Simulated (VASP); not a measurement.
# HPbNO4 (P1) in VASP: settings compared

The runs below take HPbNO4 through single point, with PBEsol, HSE06.

Program: VASP 6.6.1. These are calculated values, not measurements. Logs are shortened: lines on timing, memory, paths and dates and some standing lists are left out, and cuts for length are marked.

### Step 1. The cell of the first run

The typed cell holds 7 atoms: a = 3.821 Å, b = 4.181 Å, c = 5.774 Å, α = 80.36°, β = 81.41°, γ = 85.64°.

### Step 2. Single point, PBEsol

The input, INCAR:

```
PREC = Accurate ; ENCUT = 520
EDIFF = 1E-6 ; ISMEAR = -1
SIGMA = 0.05 ; LREAL = False
LASPH = True ; NELM = 80
ALGO = Normal ; ISIF = 2
LWAVE = False ; LCHARG = False
GGA = PS ; NBANDS = 31
```

The input, KPOINTS:

```
Automatic mesh
0
Gamma
  4 4 3
```

The input, POSCAR:

```
HPbNO4
1.0
    3.8199086880      0.0666621415      0.0095619486
    0.2450871132      4.1737167993      0.0300267526
    0.8329284916      0.8793241324      5.6457035273
H Pb N O
1 1 1 4
Direct
    0.6057882594      0.8934027448      0.2101279814
    0.6389046838      0.4592889154      0.9052510439
    0.7286149918      0.2266790256      0.5038299830
    0.1664942987      0.4923426896      0.7667838323
    0.6375120155      0.9516189500      0.5058062619
    0.5410837861      0.9330269245      0.0462121120
    0.8006519646      0.4126907502      0.3119887856
```

Potentials or basis: VASP PAW PBE potentials, release 64 (H, Pb_d, N, O).

Started as:

```
cat potpaw_PBE.64/H/POTCAR potpaw_PBE.64/Pb_d/POTCAR potpaw_PBE.64/N/POTCAR potpaw_PBE.64/O/POTCAR > POTCAR
mpirun -np 1 vasp_std > vasp.out
```

OUTCAR:

```text
PREC = Accurate
   ENCUT = 520
   EDIFF = 1E-6
   ISMEAR = -1
   LREAL = False
   LASPH = True
   NELM = 80
   ISIF = 2
   GGA = PS

 ion  position               nearest neighbor table
   1  0.606  0.893  0.210-   6 1.00
   2  0.639  0.459  0.905-   4 2.06   4 2.07   6 2.25   6 2.25   7 2.49   3 2.63   5 2.82
   3  0.729  0.227  0.504-   5 1.22   7 1.25   2 2.63
   4  0.166  0.492  0.767-   2 2.06   2 2.07
   5  0.638  0.952  0.506-   3 1.22   2 2.82
   6  0.541  0.933  0.046-   1 1.00   2 2.25   2 2.25
   7  0.801  0.413  0.312-   3 1.25   2 2.49

  LATTYP: Found a triclinic cell.
 ALAT       =     5.7741622007
 B/A-ratio  =     1.1321392765
 C/A-ratio  =     1.9174985890
 COS(alpha) =     0.0047432626
 COS(beta)  =     0.5964857112
 COS(gamma) =     0.7761556955

  Lattice vectors:

 A1 = (  -0.8329284916,  -0.8793241324,  -5.6457035273)
 A2 = (  -0.5878413784,   3.2943926669,  -5.6156767747)
 A3 = (   2.4968059700,  -9.1600955895,  -5.6961950839)

Analysis of symmetry for initial positions (statically):
=====================================================================
 Subroutine PRICEL returns:
 Original cell was already a primitive cell.

 Routine SETGRP: Setting up the symmetry group for a
 triclinic supercell.

 Subroutine GETGRP returns: Found  1 space group operations
 (whereof  1 operations were pure point group operations)
 out of a pool of  2 trial point group operations.

The static configuration has the point symmetry C_1 .

Analysis of symmetry for dynamics (positions and initial velocities):
=====================================================================
 Subroutine PRICEL returns:
 Original cell was already a primitive cell.

 Routine SETGRP: Setting up the symmetry group for a
 triclinic supercell.

 Subroutine GETGRP returns: Found  1 space group operations
 (whereof  1 operations were pure point group operations)
 out of a pool of  2 trial point group operations.

The dynamic configuration has the point symmetry C_1 .

 Subroutine INISYM returns: Found  1 space group operations
 (whereof  1 operations are pure point group operations),
 and found     1 'primitive' translations

----------------------------------------------------------------------------------------

                                     Primitive cell

  volume of cell :      89.7881

  direct lattice vectors                    reciprocal lattice vectors
     3.819908688  0.066662141  0.009561949     0.262141346 -0.015132067 -0.036317707
     0.245087113  4.173716799  0.030026753    -0.004097946  0.240099921 -0.036791227
     0.832928492  0.879324132  5.645703527    -0.000422185 -0.001251346  0.177383028

  length of vectors
     3.820502278  4.181014377  5.774162201     0.265077423  0.242936946  0.177387945

  position of ions in fractional coordinates (direct lattice)
     0.605788259  0.893402745  0.210127981
     0.638904684  0.459288915  0.905251044
     0.728614992  0.226679026  0.503829983
     0.166494299  0.492342690  0.766783832
     0.637512016  0.951618950  0.505806262
     0.541083786  0.933026924  0.046212112
     0.800651965  0.412690750  0.311988786

  ion indices of the primitive-cell ions
   primitive index   ion index
                 1           1
                 2           2
                 3           3
                 4           4
                 5           5
                 6           6
                 7           7

----------------------------------------------------------------------------------------

 KPOINTS: Automatic mesh

Automatic generation of k-mesh.
 Grid dimensions read from file:
 generate k-points for:    4    4    3

 Generating k-lattice:

  Cartesian coordinates                     Fractional coordinates (reciprocal lattice)
     0.065535336 -0.003783017 -0.009079427     0.250000000 -0.000000000 -0.000000000
    -0.001024486  0.060024980 -0.009197807    -0.000000000  0.250000000 -0.000000000
    -0.000140728 -0.000417115  0.059127676     0.000000000  0.000000000  0.333333333

  Length of vectors
     0.066269356  0.060734236  0.059129315

  Shift w.r.t. Gamma in fractional coordinates (k-lattice)
     0.000000000  0.000000000  0.000000000

 Subroutine IBZKPT returns following result:
 ===========================================

 Found     26 irreducible k-points:

 Following reciprocal coordinates:
            Coordinates               Weight
  0.000000  0.000000  0.000000      1.000000
  0.250000 -0.000000  0.000000      2.000000
  0.500000 -0.000000  0.000000      1.000000
  0.000000  0.250000  0.000000      2.000000
  0.250000  0.250000  0.000000      2.000000
  0.500000  0.250000  0.000000      2.000000
[... 16 lines left out ...]
  0.000000 -0.250000  0.333333      2.000000
  0.250000 -0.250000  0.333333      2.000000
 [... further k-points ...]
   k-points           NKPTS =     26   k-points in BZ     NKDIM =     26   number of bands    NBANDS=     31
   number of dos      NEDOS =    301   number of ions     NIONS =      7
   total plane-waves  NPLWV =  43008
   dimension x,y,z NGX =    28 NGY =   32 NGZ =   48
   dimension x,y,z NGXF=    56 NGYF=   64 NGZF=   96
   ions per type =               1   1   1   4
   NGX,Y,Z   is equivalent  to a cutoff of  12.18, 12.72, 13.82 a.u.
   NGXF,Y,Z  is equivalent  to a cutoff of  24.37, 25.45, 27.64 a.u.
 SYSTEM =  unknown system
   PREC   = accura    normal or accurate (medium, high low for compatibility)
   ISTART =      0    job   : 0-new  1-cont  2-samecut
   ICHARG =      2    charge: 1-file 2-atom 10-const
   ISPIN  =      1    spin polarized calculation?
   LNONCOLLINEAR =      F non collinear calculations
   LSORBIT =      F    spin-orbit coupling
   LASPH  =      T    aspherical Exc in radial PAW
   ENCUT  =  520.0 eV  38.22 Ry    6.18 a.u.   7.10  7.77 10.74*2*pi/ulx,y,z
   NELM   =     80;   NELMIN=  2; NELMDL= -5     # of ELM steps
   EDIFF  = 0.1E-05   stopping-criterion for ELM
   LREAL  =      F    real-space projection
   EDIFFG = 0.1E-04   stopping-criterion for IOM
   NSW    =      0    number of steps for IOM
   IBRION =     -1    ionic relax: 0-MD 1-quasi-New 2-CG
   NFREE  =      0    steps in history (QN), initial steepest desc. (CG)
   ISIF   =      2    stress and relaxation
   ISYM   =      2    0-nonsym 1-usesym 2-fastsym
   POTIM  = 0.5000    time-step for ionic-motion
   TEBEG  =    0.0;   TEEND  =   0.0 temperature during run
   PSTRESS=    0.0 pullay stress
   NELECT =      44.0000    total number of electrons
   NUPDOWN=      -1.0000    fix difference up-down
   EMIN   =  10.00;   EMAX   =-10.00  energy-range for DOS
   EFERMI =   0.00;   METHOD = LEGACY
   ISMEAR =    -1;   SIGMA  =   0.05  broadening in eV -4-tet -1-fermi 0-gaus
   EFERMI_NEDOS =   21; number of points for ismear=-14 and -15
   IALGO  =     38    algorithm
   IMIX   =      4    mixing-type and parameters
     AMIX     =   0.40;   BMIX     =  1.00
     AMIX_MAG =   1.60;   BMIX_MAG =  1.00
  volume/ion in A,a.u.               =      12.83        86.56
  Fermi-wavevector in a.u.,A,eV,Ry     =   1.290683  2.439037 22.665429  1.665862
  Thomas-Fermi vector in A             =   2.422499
   LORBIT       =      0    0 simple, 1 ext, 2 COOP (PROOUT), +10 PAW based schemes
   GGA     = PS    functional components
   LHFCALC =     F    Hartree Fock is set to
   AEXX    =    0.0000 exact exchange contribution
   IVDW    =     0    specifies the selected vdW correction
   LEPSILON=     F    determine dielectric tensor
   LRPA    =     F    only Hartree local field effects (RPA)
 non-spin polarized calculation
  energy-cutoff  :      520.00
  volume of cell :       89.79
 maximum number of plane-waves:      2436
   NGX = 15   NGY = 15   NGZ = 21

 number of electron      43.9999993 magnetization

 Free energy of the ion-electron system (eV)
  ---------------------------------------------------
  ext. energy  EPLUGINS =         0.00000000
  ---------------------------------------------------
  free energy    TOTEN  =       -40.55371884 eV

  energy without entropy =      -40.55364308  energy(sigma->0) =      -40.55368096

 E-fermi :   1.7472     XC(G=0):  -9.4720

 val. band max:        1.3863069747   @ k =   0.5000  -0.0000   0.0000
 cond. band min:       2.0913499350   @ k =   0.0000   0.0000   0.3333
 fundamental gap:      0.7050429603
 Fermi energy:         1.7471776311

 k-point     1 :       0.0000    0.0000    0.0000
  band No.  band energies     occupation
      1     -23.5877      2.00000
      2     -19.1118      2.00000
      3     -17.1701      2.00000
      4     -16.7512      2.00000
      5     -14.3802      2.00000
      6     -14.2753      2.00000
[... 23 lines left out ...]
     30      12.9353      0.00000
     31      13.3049      0.00000

 k-point     2 :       0.2500   -0.0000    0.0000
  band No.  band energies     occupation
      1     -23.5767      2.00000
      2     -19.1092      2.00000
      3     -17.1554      2.00000
      4     -16.4496      2.00000
      5     -14.3768      2.00000
      6     -14.2718      2.00000
[... 23 lines left out ...]
     30      12.4922      0.00000
     31      13.4353      0.00000

 k-point     3 :       0.5000   -0.0000    0.0000
  band No.  band energies     occupation
      1     -23.5657      2.00000
      2     -19.1066      2.00000
      3     -17.1409      2.00000
      4     -16.1285      2.00000
      5     -14.2689      2.00000
      6     -14.2650      2.00000
[... 23 lines left out ...]
     30      12.4040      0.00000
     31      13.0937      0.00000

 k-point     4 :       0.0000    0.2500    0.0000
  band No.  band energies     occupation
      1     -23.5560      2.00000
      2     -19.1930      2.00000
      3     -17.0725      2.00000
      4     -16.7495      2.00000
      5     -14.3790      2.00000
      6     -14.2659      2.00000
[... 23 lines left out ...]
     30      12.7611      0.00000
     31      13.5097      0.00000

 k-point     5 :       0.2500    0.2500    0.0000
  band No.  band energies     occupation
      1     -23.5458      2.00000
      2     -19.1900      2.00000
      3     -17.0548      2.00000
      4     -16.4485      2.00000
      5     -14.4033      2.00000
      6     -14.2592      2.00000
[... 23 lines left out ...]
     30      12.6193      0.00000
     31      13.2699      0.00000
[... 542 lines left out ...]
     30      12.5578      0.00000
     31      12.9805      0.00000

 k-point    22 :      -0.2500    0.5000    0.3333
  band No.  band energies     occupation
      1     -23.5122      2.00000
      2     -19.2570      2.00000
      3     -16.9644      2.00000
      4     -16.4516      2.00000
      5     -14.4049      2.00000
      6     -14.2502      2.00000
[... 23 lines left out ...]
     30      12.4774      0.00000
     31      13.0323      0.00000

 k-point    23 :       0.0000   -0.2500    0.3333
  band No.  band energies     occupation
      1     -23.5523      2.00000
      2     -19.1935      2.00000
      3     -17.0780      2.00000
      4     -16.7518      2.00000
      5     -14.3797      2.00000
      6     -14.2783      2.00000
[... 23 lines left out ...]
     30      12.4976      0.00000
     31      13.0607      0.00000

 k-point    24 :       0.2500   -0.2500    0.3333
  band No.  band energies     occupation
      1     -23.5421      2.00000
      2     -19.1877      2.00000
      3     -17.0637      2.00000
      4     -16.4509      2.00000
      5     -14.3918      2.00000
      6     -14.2759      2.00000
[... 23 lines left out ...]
     30      12.5406      0.00000
     31      13.3826      0.00000

 [... further k-points ...]

------------------------ aborting loop because EDIFF is reached ----------------------------------------

  FORCE on cell =-STRESS in cart. coord.  units (eV):
  Direction    XX          YY          ZZ          XY          YZ          ZX
  --------------------------------------------------------------------------------------
  -------------------------------------------------------------------------------------
  Total        0.0834684      0.7585724      0.4320239      0.3005301     -0.2805363     -0.0425849
  in kB        1.4894096     13.5359588      7.7090301      5.3626560     -5.0058863     -0.7598840
  external PRESSURE =       7.5781328 kB  Pullay stress =       0.0000000 kB

 VOLUME and BASIS-vectors are now :
 -----------------------------------------------------------------------------
  energy-cutoff  :      520.00
  volume of cell :       89.79
      direct lattice vectors                 reciprocal lattice vectors
     3.819908688  0.066662141  0.009561949     0.262141346 -0.015132067 -0.036317707
     0.245087113  4.173716799  0.030026753    -0.004097946  0.240099921 -0.036791227
     0.832928492  0.879324132  5.645703527    -0.000422185 -0.001251346  0.177383028

 POSITION                                       TOTAL-FORCE (eV/Angst)
 -----------------------------------------------------------------------------------
      2.70804      3.95396      1.21894         0.038488     -0.005660      0.118518
      3.30713      2.75554      5.13068        -0.001566      0.005625     -0.003705
      3.25845      1.43769      2.85825         0.155118      0.347871      0.410020
      1.39534      2.74025      4.34541        -0.000775      0.000009     -0.025247
      3.08977      4.45905      2.89030        -0.217696     -0.600423      0.013348
      2.33405      3.97090      0.29409        -0.030612     -0.000131     -0.084996
      3.41943      2.05017      1.78144         0.057044      0.252710     -0.427937
 -----------------------------------------------------------------------------------
    total drift:                                0.000311      0.000152     -0.000440

  FREE ENERGIE OF THE ION-ELECTRON SYSTEM (eV)
  ---------------------------------------------------
  free  energy   TOTEN  =       -40.5537188385 eV

  energy  without entropy=      -40.5536430819  energy(sigma->0) =      -40.55368096
```

It took 98 s on 1 thread of AMD EPYC 7R13 (Zen 3), shared host; peak memory 0.2 GiB.

Results:

```yaml
Free_energy: -40.5537 eV
Pressure: 0.8 GPa
Largest_force: 0.639 eV/Å
Band_gap_on_the_k_mesh: 0.70 eV, indirect (least direct gap 0.95 eV)
```

Forces on the atoms (eV/Å):
```
H    0.038 -0.006  0.119
Pb  -0.002  0.006 -0.004
N    0.155  0.348  0.410
O   -0.001  0.000 -0.025
O   -0.218 -0.600  0.013
O   -0.031  0.000 -0.085
O    0.057  0.253 -0.428
```

Caveat: the standard files for N, O and F lose accuracy on very short bonds; the PAW data sets were made with another functional, which shifts forces and pressure a little; spin-orbit coupling is left out, which moves the levels of the heavy elements. PBEsol gaps usually lie below the measured ones, often by a third to a half.

(Part 1 of 2 ends here.)
